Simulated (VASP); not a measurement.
**SnO: single point with PBEsol**

SnO:

```xyz
4
Lattice="3.3156 0.0000 0.0000 0.0000 5.7050 0.0000 0.0000 0.0000 3.8942" Properties=species:S:1:pos:R:3 pbc="T T T"
Sn    0.0000    1.3338    2.0490
Sn    1.6578    4.3712    0.1019
O    -0.3536    5.4045    2.8187
O     1.3042    1.0076    0.8716
```

This cell differs from its parent crystal: all O atoms moved -0.500 Å, as atom 3 along Cartesian [1 -1 0].

* Program: VASP 6.6.1
* Task: single point
* Functional: PBEsol
* Potentials or basis: VASP PAW PBE potentials, release 64 (Sn_d, O)
* Cutoff: 520 eV
* k mesh: 8 × 6 × 8
* Occupations: gaussian, width 0.05 eV
* Spin: no spin polarisation

The pressure is 12.3 GPa, the largest force is 8.239 eV/Å and the band gap on the k mesh is 0.52 eV (least direct gap 0.76 eV).

Forces on the atoms (eV/Å):
```
Sn  -4.235  6.639  2.422
Sn  -0.712  0.427  0.136
O    0.001 -4.648  1.466
O    4.947 -2.418 -4.025
```

Stress tensor (GPa, compression positive):
```
 12.66   1.08 -14.91
  1.08  11.55  -4.70
-14.91  -4.70  12.73
```

Levels at points of the mesh, in eV from the valence-band top:
| k point | band 16 | band 17 | band 18 | band 19 | band 20 | band 21 | band 22 | band 23 | band 24 | band 25 |
| --- | --- | --- | --- | --- | --- | --- | --- | --- | --- | --- |
| (0.00, 0.00, 0.00) | -4.54 | -4.26 | -3.22 | -2.69 | -0.25 | 1.98 | 2.89 | 5.18 | 5.91 | 7.36 |
| (0.50, 0.00, 0.00) | -4.29 | -3.67 | -3.38 | -2.58 | -1.06 | 1.27 | 2.62 | 4.32 | 5.67 | 6.40 |
| (0.00, 0.50, 0.00) | -4.25 | -4.22 | -3.01 | -2.48 | -1.81 | 2.35 | 3.73 | 4.15 | 5.57 | 6.67 |
| (0.50, 0.50, 0.00) | -4.31 | -3.69 | -3.24 | -2.39 | -0.87 | 0.93 | 2.13 | 4.74 | 5.53 | 7.06 |
| (0.00, 0.00, 0.50) | -4.31 | -3.87 | -3.41 | -2.67 | -1.29 | 1.78 | 2.45 | 4.23 | 5.80 | 6.97 |
| (0.50, 0.00, 0.50) | -4.53 | -3.93 | -3.74 | -2.53 | -0.64 | 0.77 | 1.31 | 4.24 | 5.11 | 5.99 |
| (0.00, 0.50, 0.50) | -3.93 | -3.46 | -3.33 | -2.98 | -0.92 | 0.91 | 1.93 | 4.53 | 6.39 | 7.55 |
| (0.50, 0.50, 0.50) | -4.89 | -4.21 | -3.99 | -1.57 | 0.00 | 0.85 | 1.53 | 3.88 | 4.83 | 5.21 |

It took 7.9 min on 1 thread of Oxide Virtual Turin-like Processor, on a shared host, peak memory 0.39 GiB.

Caveat: the cell differs from its parent crystal (all O atoms moved -0.500 Å, as atom 3 along Cartesian [1 -1 0]); the cell stands under pressure; semilocal functionals underestimate gaps, and a narrow one can read as zero; the PAW data sets were made with another functional, which shifts forces and pressure a little; spin-orbit coupling is left out, which moves the levels of the heavy elements. A k mesh can miss the band edges.
